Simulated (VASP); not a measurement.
# Ta: single point with PBE

Ta:

```
Ta
1.0
     0.00000    3.01169    3.01169
     3.01169    0.00000    3.01169
     3.01169    3.01169    0.00000
Ta
2
Direct
  0.12500 0.12500 0.12500
  0.87500 0.87500 0.87500
```

This isn't the form of Ta at room conditions, which is bcc.

- Program: VASP 6.6.1
- Task: single point
- Functional: PBE
- Potentials or basis: VASP PAW PBE potentials, release 64 (Ta_pv)
- Cutoff: 520 eV
- k mesh: 10 × 10 × 10
- Occupations: fermi-dirac, width 0.1 eV
- Spin: no spin polarisation
- Dipole correction: no
- Further INCAR settings: ALGO = Normal; EDIFF = 1e-06; NBANDS = 18

```
Pressure               : 3.1 GPa
Band gap on the k mesh : zero (bands 11 and 12 overlap by 0.84 eV)
```

Levels at points of the mesh, in eV from the Fermi level:
| k point | band 9 | band 10 | band 11 | band 12 | band 13 | band 14 |
| --- | --- | --- | --- | --- | --- | --- |
| (0.00, 0.00, 0.00) | -1.06 | -0.30 | -0.30 | -0.30 | 2.07 | 2.07 |
| (0.50, 0.00, 0.00) | -0.93 | -0.93 | -0.39 | -0.39 | -0.08 | 3.28 |
| (0.50, 0.50, 0.00) | -0.99 | -0.99 | -0.28 | -0.28 | 1.83 | 1.83 |

Wall time 27 s on 1 thread of Intel(R) Xeon(R) Platinum 8259CL CPU @ 2.50GHz (Skylake/Cascade Lake), with other jobs on the host, peak memory 0.19 GiB.

Caveat: the cell stands under pressure; spin-orbit coupling is left out, which moves the levels of the heavy elements.
